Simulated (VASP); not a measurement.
# I (Fmmm) in VASP: relaxation of cell and atoms with PBE

Aim: the relaxation of cell and atoms of I with PBE.

Everything below comes from runs of VASP 6.6.1. Logs are shortened: lines on timing, memory, paths and dates and some standing lists are left out, and cuts for length are marked.

### Step 1. The cell of the first run

Symmetry: Fmmm, No. 69, orthorhombic system. Conventional cell: a = 3.650 Å, b = 4.662 Å, c = 5.846 Å, α = 90.00°, β = 90.00°, γ = 90.00°. I (site symmetry mmm) has 14 I at 2.96 to 3.74 Å within 3.9 Å.

### Step 2. Relaxation of cell and atoms, PBE, target pressure 25.1 GPa, at which the enthalpy is minimised

Contents of INCAR:

```
PREC = Accurate
ENCUT = 600
EDIFF = 1E-7
ISMEAR = -1
SIGMA = 0.1
LREAL = F
LASPH = T
NELM = 100
ALGO = Normal
ISIF = 3
LWAVE = F
LCHARG = F
GGA = PE
IBRION = 2
NSW = 80
EDIFFG = -0.002
PSTRESS = 251.0
```

Contents of KPOINTS:

```
regular mesh
0
Gamma
  16 16 16
```

Contents of POSCAR:

```
I
1.0
    0.0000000000      2.3308407992      2.9232265003
    1.8248765016      0.0000000000      2.9232265003
    1.8248765016      2.3308407992      0.0000000000
I
1
Direct
    0.0000000000      0.0000000000      0.0000000000
```

Potentials or basis: VASP PAW PBE potentials, release 64 (I).

Started as:

```
$ cat potpaw_PBE.64/I/POTCAR > POTCAR
$ mpirun -np 1 vasp_std > vasp.out
```

OUTCAR:

```text
PREC = Accurate
   ENCUT = 600
   EDIFF = 1E-7
   ISMEAR = -1
   LREAL = F
   LASPH = T
   NELM = 100
   ISIF = 3
   GGA = PE
   IBRION = 2
   NSW = 80
   EDIFFG = -0.002
   PSTRESS = 251.0

 ion  position               nearest neighbor table
   1  0.000  0.000  0.000-

  LATTYP: Found a face centered orthorhombic cell.
 ALAT       =     3.6497530032
 B/A-ratio  =     1.2772594733
 C/A-ratio  =     1.6018763449

  Lattice vectors:

 A1 = (   0.0000000000,   2.3308407992,   2.9232265003)
 A2 = (   1.8248765016,   0.0000000000,   2.9232265003)
 A3 = (   1.8248765016,   2.3308407992,   0.0000000000)

Analysis of symmetry for initial positions (statically):
=====================================================================
 Subroutine PRICEL returns:
 Original cell was already a primitive cell.

 Routine SETGRP: Setting up the symmetry group for a
 face centered orthorhombic supercell.

 Subroutine GETGRP returns: Found  8 space group operations
 (whereof  8 operations were pure point group operations)
 out of a pool of  8 trial point group operations.

The static configuration has the point symmetry D_2h.

Analysis of symmetry for dynamics (positions and initial velocities):
=====================================================================
 Subroutine PRICEL returns:
 Original cell was already a primitive cell.

 Routine SETGRP: Setting up the symmetry group for a
 face centered orthorhombic supercell.

 Subroutine GETGRP returns: Found  8 space group operations
 (whereof  8 operations were pure point group operations)
 out of a pool of  8 trial point group operations.

The dynamic configuration has the point symmetry D_2h.

 Subroutine INISYM returns: Found  8 space group operations
 (whereof  8 operations are pure point group operations),
 and found     1 'primitive' translations

----------------------------------------------------------------------------------------

                                     Primitive cell

  volume of cell :      24.8679

  direct lattice vectors                    reciprocal lattice vectors
     0.000000000  2.330840799  2.923226500    -0.273991144  0.214514865  0.171043879
     1.824876502  0.000000000  2.923226500     0.273991144 -0.214514865  0.171043879
     1.824876502  2.330840799  0.000000000     0.273991144  0.214514865 -0.171043879

  length of vectors
     3.738725987  3.446074204  2.960235308     0.387741902  0.387741902  0.387741902

  position of ions in fractional coordinates (direct lattice)
     0.000000000  0.000000000  0.000000000

  ion indices of the primitive-cell ions
   primitive index   ion index
                 1           1

----------------------------------------------------------------------------------------

 KPOINTS: regular mesh

Automatic generation of k-mesh.
 Grid dimensions read from file:
 generate k-points for:   16   16   16

 Generating k-lattice:

  Cartesian coordinates                     Fractional coordinates (reciprocal lattice)
    -0.017124446  0.013407179  0.010690242     0.062500000  0.000000000  0.000000000
     0.017124446 -0.013407179  0.010690242    -0.000000000  0.062500000 -0.000000000
     0.017124446  0.013407179 -0.010690242     0.000000000 -0.000000000  0.062500000

  Length of vectors
     0.024233869  0.024233869  0.024233869

  Shift w.r.t. Gamma in fractional coordinates (k-lattice)
     0.000000000  0.000000000  0.000000000

 Subroutine IBZKPT returns following result:
 ===========================================

 Found    621 irreducible k-points:

 Following reciprocal coordinates:
            Coordinates               Weight
  0.000000  0.000000  0.000000      1.000000
  0.062500  0.000000  0.000000      8.000000
  0.125000  0.000000  0.000000      8.000000
  0.187500 -0.000000 -0.000000      8.000000
  0.250000  0.000000  0.000000      8.000000
  0.312500  0.000000  0.000000      8.000000
[... 16 lines left out ...]
 -0.125000  0.062500  0.000000      8.000000
 -0.062500  0.062500 -0.000000      4.000000
 [... further k-points ...]
   k-points           NKPTS =    621   k-points in BZ     NKDIM =    621   number of bands    NBANDS=      7
   number of dos      NEDOS =    301   number of ions     NIONS =      1
   total plane-waves  NPLWV =  20160
   dimension x,y,z NGX =    30 NGY =   28 NGZ =   24
   dimension x,y,z NGXF=    60 NGYF=   56 NGZF=   48
   ions per type =               1
   NGX,Y,Z   is equivalent  to a cutoff of  13.34, 13.51, 13.48 a.u.
   NGXF,Y,Z  is equivalent  to a cutoff of  26.68, 27.02, 26.96 a.u.
 SYSTEM =  unknown system
   PREC   = accura    normal or accurate (medium, high low for compatibility)
   ISTART =      0    job   : 0-new  1-cont  2-samecut
   ICHARG =      2    charge: 1-file 2-atom 10-const
   ISPIN  =      1    spin polarized calculation?
   LNONCOLLINEAR =      F non collinear calculations
   LSORBIT =      F    spin-orbit coupling
   LASPH  =      T    aspherical Exc in radial PAW
   ENCUT  =  600.0 eV  44.10 Ry    6.64 a.u.   7.47  6.88  5.91*2*pi/ulx,y,z
   NELM   =    100;   NELMIN=  2; NELMDL= -5     # of ELM steps
   EDIFF  = 0.1E-06   stopping-criterion for ELM
   LREAL  =      F    real-space projection
   EDIFFG = -.2E-02   stopping-criterion for IOM
   NSW    =     80    number of steps for IOM
   IBRION =      2    ionic relax: 0-MD 1-quasi-New 2-CG
   NFREE  =      1    steps in history (QN), initial steepest desc. (CG)
   ISIF   =      3    stress and relaxation
   ISYM   =      2    0-nonsym 1-usesym 2-fastsym
   POTIM  = 0.5000    time-step for ionic-motion
   TEBEG  =    0.0;   TEEND  =   0.0 temperature during run
   PSTRESS=  251.0 pullay stress
   NELECT =       7.0000    total number of electrons
   NUPDOWN=      -1.0000    fix difference up-down
   EMIN   =  10.00;   EMAX   =-10.00  energy-range for DOS
   EFERMI =   0.00;   METHOD = LEGACY
   ISMEAR =    -1;   SIGMA  =   0.10  broadening in eV -4-tet -1-fermi 0-gaus
   EFERMI_NEDOS =   21; number of points for ismear=-14 and -15
   IALGO  =     38    algorithm
   IMIX   =      4    mixing-type and parameters
     AMIX     =   0.40;   BMIX     =  1.00
     AMIX_MAG =   1.60;   BMIX_MAG =  1.00
  volume/ion in A,a.u.               =      24.87       167.82
  Fermi-wavevector in a.u.,A,eV,Ry     =   1.072905  2.027497 15.662012  1.151125
  Thomas-Fermi vector in A             =   2.208689
   LORBIT       =      0    0 simple, 1 ext, 2 COOP (PROOUT), +10 PAW based schemes
   GGA     = PE    functional components
   LHFCALC =     F    Hartree Fock is set to
   AEXX    =    0.0000 exact exchange contribution
   IVDW    =     0    specifies the selected vdW correction
   LEPSILON=     F    determine dielectric tensor
   LRPA    =     F    only Hartree local field effects (RPA)
 conjugate gradient relaxation of ions
 non-spin polarized calculation
  energy-cutoff  :      600.00
  volume of cell :       24.87
 maximum number of plane-waves:       855
 NGX is ok and might be reduce to    30
   NGX = 15   NGY = 13   NGZ = 11

--------------------------------------- Ionic step        1  -------------------------------------------

 number of electron       7.0000000 magnetization

 Free energy of the ion-electron system (eV)
  ---------------------------------------------------
  ext. energy  EPLUGINS =         0.00000000
  ---------------------------------------------------
  free energy    TOTEN  =        -0.62945029 eV

  energy without entropy =       -0.61361018  energy(sigma->0) =       -0.62153024

------------------------ aborting loop because EDIFF is reached ----------------------------------------

  FORCE on cell =-STRESS in cart. coord.  units (eV):
  Direction    XX          YY          ZZ          XY          YZ          ZX
  --------------------------------------------------------------------------------------
  -------------------------------------------------------------------------------------
  Total        4.1763290      3.9259485      3.9127506      0.0000000      0.0000000      0.0000000
  in kB      269.0709038    252.9394809    252.0891756      0.0000000      0.0000000      0.0000000
  external PRESSURE =       7.0331867 kB  Pullay stress =     251.0000000 kB
[... 90 lines left out ...]
  FREE ENERGIE OF THE ION-ELECTRON SYSTEM (eV)
  ---------------------------------------------------
  free  energy   TOTEN  =        -0.6723706219 eV

  energy  without entropy=       -0.6561422089  energy(sigma->0) =       -0.66425642

  enthalpy is  TOTEN    =         3.2651086404 eV   P V=        3.9374792624

 E-fermi :   9.8779     XC(G=0): -10.7114

 val. band max:        9.8726593158   @ k =   0.0000   0.1875   0.1875
 cond. band min:       9.8812462611   @ k =   0.3750   0.3125   0.0625
 fundamental gap:      0.0085869454
 Fermi energy:         9.8779017922

 k-point     1 :       0.0000    0.0000    0.0000
  band No.  band energies     occupation
      1      -6.7585      2.00000
      2      10.3180      0.02424
      3      11.8550      0.00000
      4      11.9334      0.00000
      5      17.7267      0.00000
      6      17.8229      0.00000
      7      20.4234      0.00000
[... 221 lines left out ...]
 k-point    24 :      -0.0625    0.0625   -0.0000
  band No.  band energies     occupation
      1      -6.5214      2.00000
      2      10.0626      0.27236
      3      10.1915      0.08332
      4      12.0498      0.00000
      5      17.9246      0.00000
      6      18.2651      0.00000
      7      18.7592      0.00000

 [... further k-points ...]

[... ionic steps 4 to 21 ...]

--------------------------------------- Ionic step       22  -------------------------------------------

 number of electron       7.0000000 magnetization

------------------------ aborting loop because EDIFF is reached ----------------------------------------

  FORCE on cell =-STRESS in cart. coord.  units (eV):
  Direction    XX          YY          ZZ          XY          YZ          ZX
  --------------------------------------------------------------------------------------
  -------------------------------------------------------------------------------------
  Total        3.8234589      3.8252389      3.8303779     -0.0000000      0.0000000     -0.0000000
  in kB      250.3891201    250.5056890    250.8422295     -0.0000000      0.0000000     -0.0000000
  external PRESSURE =      -0.4209871 kB  Pullay stress =     251.0000000 kB
[... 59 lines left out ...]
  enthalpy is  TOTEN    =         3.2272664944 eV   P V=        3.8287031514

--------------------------------------- Ionic step       24  -------------------------------------------

 number of electron       7.0000000 magnetization

 Free energy of the ion-electron system (eV)
  ---------------------------------------------------
  ext. energy  EPLUGINS =         0.00000000
  ---------------------------------------------------
  free energy    TOTEN  =        -0.60431119 eV

  energy without entropy =       -0.58792667  energy(sigma->0) =       -0.59611893

 E-fermi :  10.0419     XC(G=0): -10.7814

 val. band max:       10.0295683691   @ k =   0.3125   0.2500   0.0000
 cond. band min:      10.0635247667   @ k =   0.4375   0.3750   0.0000
 fundamental gap:      0.0339563975
 Fermi energy:        10.0418940956

 k-point     1 :       0.0000    0.0000    0.0000
  band No.  band energies     occupation
      1      -6.6350      2.00000
      2      10.8603      0.00056
      3      12.0861      0.00000
      4      12.0864      0.00000
      5      18.1276      0.00000
      6      18.5455      0.00000
      7      20.7316      0.00000
[... 221 lines left out ...]
 k-point    24 :      -0.0625    0.0625   -0.0000
  band No.  band energies     occupation
      1      -6.4006      2.00000
      2      10.3095      0.12885
      3      10.6621      0.00404
      4      12.2295      0.00000
      5      18.4316      0.00000
      6      18.6670      0.00000
      7      19.1317      0.00000

 [... further k-points ...]
[... 5 lines left out ...]
  --------------------------------------------------------------------------------------
  -------------------------------------------------------------------------------------
  Total        3.8322547      3.8335323      3.8327009     -0.0000000      0.0000000     -0.0000000
  in kB      251.0450619    251.1287524    251.0742917     -0.0000000      0.0000000     -0.0000000
  external PRESSURE =       0.0827020 kB  Pullay stress =     251.0000000 kB
[... 16 lines left out ...]
  FREE ENERGIE OF THE ION-ELECTRON SYSTEM (eV)
  ---------------------------------------------------
  free  energy   TOTEN  =        -0.6043111888 eV

  energy  without entropy=       -0.5879266713  energy(sigma->0) =       -0.59611893

  enthalpy is  TOTEN    =         3.2272556407 eV   P V=        3.8315668295

 reached required accuracy - stopping structural energy minimisation
```

Run time: 11 min. Hardware: 1 thread of Intel Xeon 6975P-C (Granite Rapids), shared host; peak memory 0.28 GiB.

What came out:

```yaml
Free_energy: -0.6043 eV
Relaxed_volume: 24.46 Å³/atom
Relaxed_cell: a = 3.445 Å, b = 3.445 Å, c = 3.003 Å, α = 64.16°, β = 64.16°, γ = 51.68°
Space_group_after_relaxing_to_0.05_Å: I4/mmm (No. 139)
Energy_change_on_relaxing_the_enthalpy_is_what_falls: +25.1 meV/atom
Ionic_steps: 24
Pressure_after_relaxing: 25.1 GPa
```

Step by step:
| step | energy change (eV) | largest force (eV/Å) | pressure (GPa) | volume (Å³) |
| --- | --- | --- | --- | --- |
| 1 | 0.0000 | 0.0000 | 25.80 | 24.87 |
| 2 | -0.0627 | 0.0000 | 23.65 | 25.26 |
| 3 | -0.0429 | 0.0000 | 24.34 | 25.13 |
| 4 | -0.0451 | 0.0000 | 24.32 | 25.14 |
| 5 | -0.0505 | 0.0000 | 24.26 | 25.13 |
| 6 | -0.0550 | 0.0000 | 24.22 | 25.08 |
| 7 | -0.0271 | 0.0000 | 24.56 | 24.81 |
| 8 | -0.0108 | 0.0000 | 24.78 | 24.71 |
| 9 | -0.0194 | 0.0000 | 24.66 | 24.76 |
| 10 | 0.0615 | 0.0000 | 26.61 | 24.24 |
| 11 | 0.0264 | 0.0000 | 25.76 | 24.46 |
| 12 | 0.0241 | 0.0000 | 25.21 | 24.47 |
| 13 | 0.0238 | 0.0000 | 25.09 | 24.47 |
| 14 | 0.0243 | 0.0000 | 25.09 | 24.47 |
| 15 | 0.0256 | 0.0000 | 25.10 | 24.46 |
| 16 | 0.0294 | 0.0000 | 25.14 | 24.43 |
| 17 | 0.0276 | 0.0000 | 25.12 | 24.44 |
| 18 | 0.0277 | 0.0000 | 25.12 | 24.44 |
| 19 | 0.0255 | 0.0000 | 25.08 | 24.46 |
| 20 | 0.0245 | 0.0000 | 25.06 | 24.46 |
| 21 | 0.0226 | 0.0000 | 25.03 | 24.47 |
| 22 | 0.0239 | 0.0000 | 25.06 | 24.47 |
| 23 | 0.0280 | 0.0000 | 25.23 | 24.44 |
| 24 | 0.0251 | 0.0000 | 25.11 | 24.46 |

Final structure:
```
I
1.0
     0.00000    2.12315    2.71258
     2.12334    0.00000    2.71258
     2.12334    2.12315    0.00000
I
1
Cartesian
  0.0000 0.0000 0.0000
```

Caveat: the cell is relaxed towards a set pressure, so the enthalpy falls and the energy may rise; spin-orbit coupling is left out, which moves the levels of the heavy elements; an odd number of electrons without spin polarisation forces a metal; a magnetic or distorted state may lie lower.
